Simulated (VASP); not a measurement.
# Sn4P (P-3m1) in VASP: single point with PBE

Aim: the single point of Sn4P with PBE.

Program: VASP 6.6.1. These are calculated values, not measurements. Logs are shortened: lines on timing, memory, paths and dates and some standing lists are left out, and cuts for length are marked.

### 1 The cell of the first run

It takes space group P-3m1 (No. 164, trigonal). The conventional cell has a = 4.083 Å, b = 4.083 Å, c = 9.338 Å, α = 90.00°, β = 90.00°, γ = 120.00°. Within 3.7 Å of Sn (site symmetry 3m) lie 3 P at 2.82 Å and 3 Sn at 3.23 Å. Sn (site symmetry 3m) has 13 Sn at 2.99 to 4.08 Å within 4.1 Å. Within 3.7 Å of P (site symmetry -3m) lie 6 Sn at 2.82 Å.

### 2 Single point, PBE

Input file INCAR:

```
SYSTEM = Sn4P
PREC = Accurate
ENCUT = 520
EDIFF = 1E-6
ISMEAR = 0
SIGMA = 0.1
LREAL = .FALSE.
LASPH = .TRUE.
NELM = 100
ALGO = Normal
ISIF = 2
LWAVE = .FALSE.
LCHARG = .FALSE.
GGA = PE
NBANDS = 38
```

Input file KPOINTS:

```
Automatic mesh
0
G
  12 12 4
  0 0 0
```

Input file POSCAR:

```
Sn4P
1.0
    4.0833819245      0.0000000000      0.0000000000
   -2.0416909622      3.5363124799      0.0000000000
    0.0000000000      0.0000000000      9.3376963767
Sn P
4 1
Direct
    0.6666666667      0.3333333333      0.8339349778
    0.3333333333      0.6666666667      0.1660650222
    0.6666666667      0.3333333333      0.4017717067
    0.3333333333      0.6666666667      0.5982282933
    0.0000000000      0.0000000000      0.0000000000
```

Potentials or basis: VASP PAW PBE potentials, release 64 (Sn_d, P).

Launch:

```sh
$ cat potpaw_PBE.64/Sn_d/POTCAR potpaw_PBE.64/P/POTCAR > POTCAR
$ mpirun -np 1 vasp_std > vasp.out
```

OUTCAR:

```text
SYSTEM = Sn4P
   PREC = Accurate
   ENCUT = 520
   EDIFF = 1E-6
   ISMEAR = 0
   LREAL = .FALSE.
   LASPH = .TRUE.
   NELM = 100
   ISIF = 2
   GGA = PE

 ion  position               nearest neighbor table
   1  0.667  0.333  0.834-   5 2.82   5 2.82   5 2.82   4 3.23   4 3.23   4 3.23
   2  0.333  0.667  0.166-   5 2.82   5 2.82   5 2.82   3 3.23   3 3.23   3 3.23
   3  0.667  0.333  0.402-   4 2.99   4 2.99   4 2.99   2 3.23   2 3.23   2 3.23
   4  0.333  0.667  0.598-   3 2.99   3 2.99   3 2.99   1 3.23   1 3.23   1 3.23
   5  0.000  0.000  0.000-   1 2.82   2 2.82   2 2.82   1 2.82   1 2.82   2 2.82

  LATTYP: Found a hexagonal cell.
 ALAT       =     4.0833819245
 C/A-ratio  =     2.2867555740

  Lattice vectors:

 A1 = (   4.0833819245,   0.0000000000,   0.0000000000)
 A2 = (  -2.0416909622,   3.5363124799,   0.0000000000)
 A3 = (   0.0000000000,   0.0000000000,   9.3376963767)

Analysis of symmetry for initial positions (statically):
=====================================================================
 Subroutine PRICEL returns:
 Original cell was already a primitive cell.

 Routine SETGRP: Setting up the symmetry group for a
 hexagonal supercell.

 Subroutine GETGRP returns: Found 12 space group operations
 (whereof 12 operations were pure point group operations)
 out of a pool of 24 trial point group operations.

The static configuration has the point symmetry D_3d.

Analysis of symmetry for dynamics (positions and initial velocities):
=====================================================================
 Subroutine PRICEL returns:
 Original cell was already a primitive cell.

 Routine SETGRP: Setting up the symmetry group for a
 hexagonal supercell.

 Subroutine GETGRP returns: Found 12 space group operations
 (whereof 12 operations were pure point group operations)
 out of a pool of 24 trial point group operations.

The dynamic configuration has the point symmetry D_3d.

 Subroutine INISYM returns: Found 12 space group operations
 (whereof 12 operations are pure point group operations),
 and found     1 'primitive' translations

----------------------------------------------------------------------------------------

                                     Primitive cell

  volume of cell :     134.8374

  direct lattice vectors                    reciprocal lattice vectors
     4.083381925  0.000000000  0.000000000     0.244895045  0.141390220  0.000000000
    -2.041690962  3.536312480  0.000000000     0.000000000  0.282780440  0.000000000
[... 89 lines left out ...]
   ENCUT  =  520.0 eV  38.22 Ry    6.18 a.u.   7.59  7.59 17.36*2*pi/ulx,y,z
   NELM   =    100;   NELMIN=  2; NELMDL= -5     # of ELM steps
   EDIFF  = 0.1E-05   stopping-criterion for ELM
   LREAL  =      F    real-space projection
   EDIFFG = 0.1E-04   stopping-criterion for IOM
   NSW    =      0    number of steps for IOM
   IBRION =     -1    ionic relax: 0-MD 1-quasi-New 2-CG
   NFREE  =      0    steps in history (QN), initial steepest desc. (CG)
   ISIF   =      2    stress and relaxation
   ISYM   =      2    0-nonsym 1-usesym 2-fastsym
   POTIM  = 0.5000    time-step for ionic-motion
   TEBEG  =    0.0;   TEEND  =   0.0 temperature during run
   PSTRESS=    0.0 pullay stress
   NELECT =      61.0000    total number of electrons
   NUPDOWN=      -1.0000    fix difference up-down
   EMIN   =  10.00;   EMAX   =-10.00  energy-range for DOS
   EFERMI =   0.00;   METHOD = LEGACY
   ISMEAR =     0;   SIGMA  =   0.10  broadening in eV -4-tet -1-fermi 0-gaus
   EFERMI_NEDOS =   21; number of points for ismear=-14 and -15
   IALGO  =     38    algorithm
   IMIX   =      4    mixing-type and parameters
     AMIX     =   0.40;   BMIX     =  1.00
     AMIX_MAG =   1.60;   BMIX_MAG =  1.00
  volume/ion in A,a.u.               =      26.97       181.99
  Fermi-wavevector in a.u.,A,eV,Ry     =   1.256747  2.374908 21.489231  1.579414
  Thomas-Fermi vector in A             =   2.390440
   LORBIT       =      0    0 simple, 1 ext, 2 COOP (PROOUT), +10 PAW based schemes
   GGA     = PE    functional components
   LHFCALC =     F    Hartree Fock is set to
   AEXX    =    0.0000 exact exchange contribution
   IVDW    =     0    specifies the selected vdW correction
   LEPSILON=     F    determine dielectric tensor
   LRPA    =     F    only Hartree local field effects (RPA)
 non-spin polarized calculation
 Gauss-broadening in eV      SIGMA  =   0.10
  energy-cutoff  :      520.00
  volume of cell :      134.84
 maximum number of plane-waves:      3666
   NGX = 15   NGY = 15   NGZ = 35

 number of electron      61.0000005 magnetization

 Free energy of the ion-electron system (eV)
  ---------------------------------------------------
  ext. energy  EPLUGINS =         0.00000000
  ---------------------------------------------------
  free energy    TOTEN  =       -20.48783633 eV

  energy without entropy =      -20.47881801  energy(sigma->0) =      -20.48332717

 E-fermi :   7.1497     XC(G=0):  -9.9608

 val. band max:        7.1370264250   @ k =   0.3333   0.3333   0.2500
 cond. band min:       7.1555399000   @ k =   0.5000   0.0000   0.5000
 fundamental gap:      0.0185134750
 Fermi energy:         7.1497195453

 k-point     1 :       0.0000    0.0000    0.0000
  band No.  band energies     occupation
      1     -14.4895      2.00000
      2     -14.4895      2.00000
      3     -14.4811      2.00000
      4     -14.4811      2.00000
      5     -14.4629      2.00000
      6     -14.4629      2.00000
[... 973 lines left out ...]
     37      11.2990      0.00000
     38      11.5389      0.00000

 [... further k-points ...]
[... 5 lines left out ...]
  --------------------------------------------------------------------------------------
  -------------------------------------------------------------------------------------
  Total       -0.0437403     -0.0437403     -0.0457781     -0.0000000      0.0000000      0.0000000
  in kB       -0.5197350     -0.5197350     -0.5439488     -0.0000000      0.0000000      0.0000000
  external PRESSURE =      -0.5278063 kB  Pullay stress =       0.0000000 kB

 VOLUME and BASIS-vectors are now :
 -----------------------------------------------------------------------------
  energy-cutoff  :      520.00
  volume of cell :      134.84
      direct lattice vectors                 reciprocal lattice vectors
     4.083381925  0.000000000  0.000000000     0.244895045  0.141390220  0.000000000
    -2.041690962  3.536312480  0.000000000     0.000000000  0.282780440  0.000000000
     0.000000000  0.000000000  9.337696377     0.000000000  0.000000000  0.107092795

 POSITION                                       TOTAL-FORCE (eV/Angst)
 -----------------------------------------------------------------------------------
      2.04169      1.17877      7.78703         0.000000     -0.000000     -0.000058
     -0.00000      2.35754      1.55066        -0.000000      0.000000      0.000058
      2.04169      1.17877      3.75162         0.000000     -0.000000     -0.001324
     -0.00000      2.35754      5.58607        -0.000000      0.000000      0.001324
      0.00000      0.00000      0.00000        -0.000000      0.000000      0.000000
 -----------------------------------------------------------------------------------
    total drift:                                0.000000      0.000000      0.000000

  FREE ENERGIE OF THE ION-ELECTRON SYSTEM (eV)
  ---------------------------------------------------
  free  energy   TOTEN  =       -20.4878363310 eV

  energy  without entropy=      -20.4788180135  energy(sigma->0) =      -20.48332717
```

Wall time 7.4 min (1 thread of AMD EPYC 7R43 (Zen 3), shared host); peak memory 0.37 GiB.

What came out:

- Free energy: -20.4878 eV
- Pressure: -0.1 GPa
- Band gap on the k mesh: zero (an odd number of electrons rules out a gap without spin polarisation)

Levels at points of the mesh, in eV from the Fermi level:
| k point | band 27 | band 28 | band 29 | band 30 | band 31 | band 32 | band 33 | band 34 | band 35 | band 36 |
| --- | --- | --- | --- | --- | --- | --- | --- | --- | --- | --- |
| (0.00, 0.00, 0.00) | -1.49 | -0.06 | 0.84 | 0.84 | 0.89 | 2.26 | 2.26 | 2.96 | 2.96 | 3.28 |
| (0.50, 0.00, 0.00) | -2.91 | -2.37 | -1.70 | -0.98 | -0.39 | -0.25 | 0.65 | 1.82 | 2.73 | 2.77 |
| (0.00, 0.00, 0.50) | -1.49 | -1.21 | 1.22 | 1.22 | 1.33 | 1.39 | 1.39 | 2.21 | 3.66 | 3.66 |
| (0.50, 0.00, 0.50) | -3.53 | -2.87 | -2.76 | -0.85 | 0.01 | 0.13 | 1.96 | 2.13 | 2.45 | 2.79 |

Caveat: spin-orbit coupling is left out, which moves the levels of the heavy elements.
